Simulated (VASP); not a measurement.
Here is a VASP 6.6.1 calculation.

File INCAR:

```
ALGO = Fast ; EDIFF = 1E-6
ENCUT = 520 ; GGA = PE
ISIF = 2 ; ISMEAR = 0
LASPH = T ; LCHARG = F
LREAL = F ; LWAVE = F
NBANDS = 12 ; NELM = 100
PREC = Accurate ; SIGMA = 0.15
```

File KPOINTS:

```
k-points
0
Gamma
  22 22 22
```

File POSCAR:

```
V
1.0
   -1.5583900000      1.5583900000      1.5130000000
    1.5583900000     -1.5583900000      1.5130000000
    1.5583900000      1.5583900000     -1.5130000000
V
1
Direct
    0.0000000000      0.0000000000      0.0000000000
```

Potentials or basis: VASP PAW PBE potentials, release 64 (V_sv).

Command:

```sh
$ cat potpaw_PBE.64/V_sv/POTCAR > POTCAR
$ mpirun -np 1 vasp_std > vasp.out
```

What does it give for the band gap on the k mesh?

Zero (an odd number of electrons rules out a gap without spin polarisation).

Predict the pressure.

-13.2 GPa.

Stress tensor (GPa, compression positive):
```
-14.18   0.00   0.00
  0.00 -14.18   0.00
  0.00   0.00 -11.38
```

Caveat: the cell differs from its parent crystal (strain +0.030 along x and y, +0.000 along z); the cell stands under tension.
